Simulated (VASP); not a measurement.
Runs of VASP 6.6.1 on CuAu. The structure is that of space group P4/mmm (No. 123), or close to it. The cells are those of the table. 

```tsv
task	cell	k mesh	cutoff (eV)	smearing	gap on the mesh (eV)	pressure (GPa)
single point	a = 2.800, b = 2.800, c = 3.670 Å, 2 atoms	6 × 6 × 6	520	gaussian 0.1 eV	none	-6.2
relaxation of cell and atoms	relaxed from a = 2.800, b = 2.800, c = 3.670 Å, 2 atoms	16 × 16 × 12	600	gaussian 0.1 eV	none	0.0
single point	a = 2.793, b = 2.793, c = 3.532 Å, 2 atoms	24 × 24 × 18	520	gaussian 0.15 eV	none	0.6
single point	a = 2.793, b = 2.793, c = 3.532 Å, 2 atoms	22 × 22 × 18	520	gaussian 0.15 eV	none	0.6
single point	a = 2.793, b = 2.793, c = 3.532 Å, 2 atoms	16 × 16 × 12	520	gaussian 0.1 eV	none	(a)
```

Alike in all rows: level LDA; potentials or basis VASP PAW LDA potentials, release 64 (Cu, Au); no spin polarisation.

Q: Estimate the missing entries.

A: (a) 0.5.

Caveats: some runs use coarse meshes; spin-orbit coupling is left out, which moves the levels of the heavy elements.

A k mesh can miss the band edges, and the runs leave out spin-orbit coupling on Au.

A gap of «none» marks levels without a gap at the run's occupations.
